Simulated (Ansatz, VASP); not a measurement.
# PbS in VASP and in Ansatz

```
CELL_PARAMETERS angstrom
0.00000 2.61953 2.61953
2.61953 0.00000 2.61953
2.61953 2.61953 0.00000
ATOMIC_POSITIONS crystal
Pb 0.00000 0.00000 0.00000
S 0.50000 0.50000 0.50000
```

Change from the starting cell: volume scaled by 0.72, PAW files.

Alike in both runs: task single point; functional LDA; k mesh 12 × 12 × 12; occupations fermi-dirac, width 0.08 eV; no spin polarisation.

|  | VASP | Ansatz |
| --- | --- | --- |
| version | VASP 6.6.1 | Ansatz 0.2.0 |
| potentials or method | VASP PAW LDA potentials, release 64 (Pb_d, S) | PAW with Ansatz's default frozen-core files, scalar-relativistic |
| plane-wave cutoff (eV) | 520 | 420 |
| valence electrons in the cell | 20 | 20 |

|  | VASP | Ansatz | Ansatz less VASP |
| --- | --- | --- | --- |
| pressure (GPa) | 42.2 | 42.0 | -0.20 |

LDA's correlation is that of Perdew and Zunger in VASP and of Perdew and Wang (1992) in Ansatz. Both programs put the cell under a high pressure, so it lies far from rest at this level.

Neither program's run includes spin-orbit coupling.
